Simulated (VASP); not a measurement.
A run of VASP 6.6.1 is set up as follows.

File INCAR:

```
SYSTEM = ZnS
ALGO     = Normal         ! electronic algorithm
EDIFF    = 1E-6           ! SCF threshold, eV
ENCUT    = 520            ! plane-wave cutoff, eV
GGA      = PE             ! functional
ISIF     = 2              ! what is computed and relaxed
ISMEAR   = 0              ! smearing method
LASPH    = .TRUE.         ! aspherical terms in the spheres
LCHARG   = .FALSE.        ! write CHGCAR
LREAL    = .FALSE.        ! projectors in reciprocal space
LWAVE    = .FALSE.        ! write WAVECAR
NBANDS   = 46             ! bands
NELM     = 60             ! most SCF steps
PREC     = Accurate       ! precision mode
SIGMA    = 0.05           ! smearing width, eV
```

Contents of KPOINTS:

```
k-points
0
G
  9 9 4
  0 0 0
```

The input POSCAR:

```
ZnS
1.0
    3.9693709546      0.0000000000      0.0000000000
   -1.9846854773      3.4375760837      0.0000000000
    0.0000000000      0.0000000000     11.5072063974
Zn S
4 4
Direct
    0.0000000000      0.0000000000      0.0000492057
    0.0000000000      0.0000000000      0.5000492057
    0.3333333333      0.6666666667      0.2500242903
    0.6666666667      0.3333333333      0.7500242903
    0.0000000000      0.0000000000      0.1872905901
    0.0000000000      0.0000000000      0.6872905901
    0.3333333333      0.6666666667      0.4376359138
    0.6666666667      0.3333333333      0.9376359138
```

Potentials or basis: VASP PAW PBE potentials, release 64 (Zn, S).

The run is started by

```sh
$ cat potpaw_PBE.64/Zn/POTCAR potpaw_PBE.64/S/POTCAR > POTCAR
$ mpirun -np 1 vasp_std > vasp.out
```

(1) Predict the band gap on the k mesh.

(2) What does it give for the largest force?

(3) Predict the pressure.

## Answers

(1) 1.99 eV.

(2) 1.340 eV/Å.

(3) 4.3 GPa.

Caveat: the stress differs along the axes, from -3 to 18 GPa; forces of over 1 eV/Å act on the atoms, so gaps and moduli don't describe the material at rest.
